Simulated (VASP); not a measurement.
Write the native input for VASP 6.6.1 that does the following.

| Property | Result |
| --- | --- |
| Task | single point |
| Functional | r2SCAN |
| Potentials or basis | VASP PAW PBE potentials, release 64 (Sr_sv, Te) |
| Cutoff | 550 eV |
| k mesh | 6 × 6 × 6 |
| Occupations | gaussian, width 0.01 eV |
| Spin | no spin polarisation |
| Dipole correction | no |
| Further INCAR settings | ALGO = Normal; EDIFF = 1e-06; NBANDS = 15 |

The system is SrTe.

```
Sr Te
1.0
     0.00000    3.35266    3.35266
     3.35266    0.00000    3.35266
     3.35266    3.35266    0.00000
Sr Te
1 1
Direct
  0.00000 0.00000 0.00000
  0.50000 0.50000 0.50000
```

One way to write it, as run:

POSCAR

```
SrTe
1.0
    0.0000000000      3.3526569095      3.3526569095
    3.3526569095      0.0000000000      3.3526569095
    3.3526569095      3.3526569095      0.0000000000
Sr Te
1 1
Direct
    0.0000000000      0.0000000000      0.0000000000
    0.5000000000      0.5000000000      0.5000000000
```

INCAR.step1

```
SYSTEM = SrTe
PREC = Accurate
ENCUT = 550
ISMEAR = 0
SIGMA = 0.01
LREAL = .FALSE.
LASPH = .TRUE.
NELM = 120
NBANDS = 15
GGA = PE
ALGO = Normal
EDIFF = 1E-5
LWAVE = .TRUE.
LCHARG = .FALSE.
GGA_COMPAT = .FALSE.
```

INCAR.step2

```
SYSTEM = SrTe
PREC = Accurate
ENCUT = 550
EDIFF = 1E-6
ISMEAR = 0
SIGMA = 0.01
LREAL = .FALSE.
LASPH = .TRUE.
NELM = 120
ALGO = Normal
ISIF = 2
LWAVE = .FALSE.
LCHARG = .FALSE.
METAGGA = R2SCAN
LMIXTAU = .TRUE.
NBANDS = 15
ISTART = 1
GGA_COMPAT = .FALSE.
```

KPOINTS

```
Automatic mesh
0
G
  6 6 6
  0 0 0
```

Potentials or basis: VASP PAW PBE potentials, release 64 (Sr_sv, Te).

The run is started by

```bash
$ cat potpaw_PBE.64/Sr_sv/POTCAR potpaw_PBE.64/Te/POTCAR > POTCAR
$ cp INCAR.step1 INCAR
$ mpirun -np 1 vasp_std > vasp.out
$ cp INCAR.step2 INCAR
$ mpirun -np 1 vasp_std > vasp.out
```

It gave:

The pressure is 0.1 GPa. The band gap on the k mesh is 2.14 eV, indirect (least direct gap 2.89 eV).

Caveat: the PAW data sets were made with another functional, which shifts forces and pressure a little; spin-orbit coupling is left out, which moves the levels of the heavy elements.

It took 73 s on 1 thread of Intel Xeon 6975P-C, on a shared host, peak memory 0.22 GiB.
